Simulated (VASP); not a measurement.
Input of a VASP 6.6.1 run:

File INCAR:

```
SYSTEM = TaN
PREC     = Accurate       ! precision mode
ENCUT    = 520            ! plane-wave cutoff, eV
EDIFF    = 1E-6           ! SCF threshold, eV
ISMEAR   = 0              ! smearing method
SIGMA    = 0.15           ! smearing width, eV
LREAL    = .False.        ! projectors in reciprocal space
LASPH    = .True.         ! aspherical terms in the spheres
NELM     = 60             ! most SCF steps
ALGO     = Normal         ! electronic algorithm
ISIF     = 2              ! what is computed and relaxed
LWAVE    = .False.        ! write WAVECAR
LCHARG   = .False.        ! write CHGCAR
GGA      = PE             ! functional
NBANDS   = 15             ! bands
```

KPOINTS

```
Automatic mesh
0
Gamma
  20 20 20
  0 0 0
```

Contents of POSCAR:

```
TaN
1.0
   -0.4722201551      1.9702978885      1.9702978885
    1.9702978885     -0.4722201551      1.9702978885
    1.9702978885      1.9702978885     -0.4722201551
Ta N
1 1
Direct
    0.5000000000      0.5000000000      0.5000000000
    0.0000000000      0.0000000000      0.0000000000
```

Potentials or basis: VASP PAW PBE potentials, release 64 (Ta_pv, N).

Command:

```sh
$ cat potpaw_PBE.64/Ta_pv/POTCAR potpaw_PBE.64/N/POTCAR > POTCAR
$ mpirun -np 1 vasp_std > vasp.out
```

Question: Predict the band gap on the k mesh.

Answer: Zero (band 8 reaches 12.88 eV, above the bottom of band 9 at 6.19 eV).

Question: Estimate the pressure.

Answer: 14.2 GPa.

Stress tensor (GPa, compression positive):
```
14.20 11.24 11.24
11.24 14.20 11.24
11.24 11.24 14.20
```

Caveat: spin-orbit coupling is left out, which moves the levels of the heavy elements.
